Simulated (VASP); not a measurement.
Wanted: the native input for a VASP 6.6.1 run.

| Property | Result |
| --- | --- |
| Task | single point |
| Functional | PBE |
| Potentials or basis | VASP PAW PBE potentials, release 64 (Ba_sv) |
| Cutoff | 520 eV |
| k mesh | 9 × 9 × 9 |
| Occupations | fermi-dirac, width 0.08 eV |
| Spin | no spin polarisation |
| Dipole correction | no |
| k mesh for the DOS | 14 × 14 × 14 |
| Occupations for the DOS | tetrahedron |
| Further INCAR settings | ALGO = Normal; EDIFF = 1e-06 |

Ba:

```
Ba
1.0
     3.78993    0.00000    0.00000
     0.00000    3.78993    0.00000
     0.00000    0.00000    3.78993
Ba
1
Direct
  0.00000 0.00000 0.00000
```

This isn't the form of Ba at room conditions, which is bcc.

These files were run (other wordings do the same):

POSCAR

```
Ba
1.0
    3.7899262637      0.0000000000      0.0000000000
    0.0000000000      3.7899262637      0.0000000000
    0.0000000000      0.0000000000      3.7899262637
Ba
1
Direct
    0.0000000000      0.0000000000      0.0000000000
```

INCAR.step1

```
SYSTEM = Ba
PREC = Accurate
ENCUT = 520
EDIFF = 1E-6
ISMEAR = -1
SIGMA = 0.08
LREAL = .FALSE.
LASPH = .TRUE.
NELM = 100
ALGO = Normal
ISIF = 2
LWAVE = .FALSE.
LCHARG = .TRUE.
GGA = PE
NBANDS = 11
```

KPOINTS.step1

```
Automatic mesh
0
G
  9 9 9
  0 0 0
```

INCAR.step2

```
SYSTEM = Ba
PREC = Accurate
ENCUT = 520
EDIFF = 1E-6
ISMEAR = -5
SIGMA = 0.08
LREAL = .FALSE.
LASPH = .TRUE.
NELM = 100
ALGO = Normal
ISIF = 2
LWAVE = .FALSE.
LCHARG = .FALSE.
GGA = PE
LORBIT = 10
NEDOS = 1001
ICHARG = 11
```

KPOINTS.step2

```
Automatic mesh
0
G
  14 14 14
  0 0 0
```

Potentials or basis: VASP PAW PBE potentials, release 64 (Ba_sv).

Run with:

```bash
$ cat potpaw_PBE.64/Ba_sv/POTCAR > POTCAR
$ cp INCAR.step1 INCAR
$ cp KPOINTS.step1 KPOINTS
$ mpirun -np 1 vasp_std > vasp.out
$ cp INCAR.step2 INCAR
$ cp KPOINTS.step2 KPOINTS
$ mpirun -np 1 vasp_std > vasp.out
```

Results of the run:

```yaml
Valence_electrons_inside_the_program's_atomic_spheres: Ba 7.96
```

Run time: 67 s on 1 thread of Intel Xeon 8259CL (shared host), peak memory 0.19 GiB.
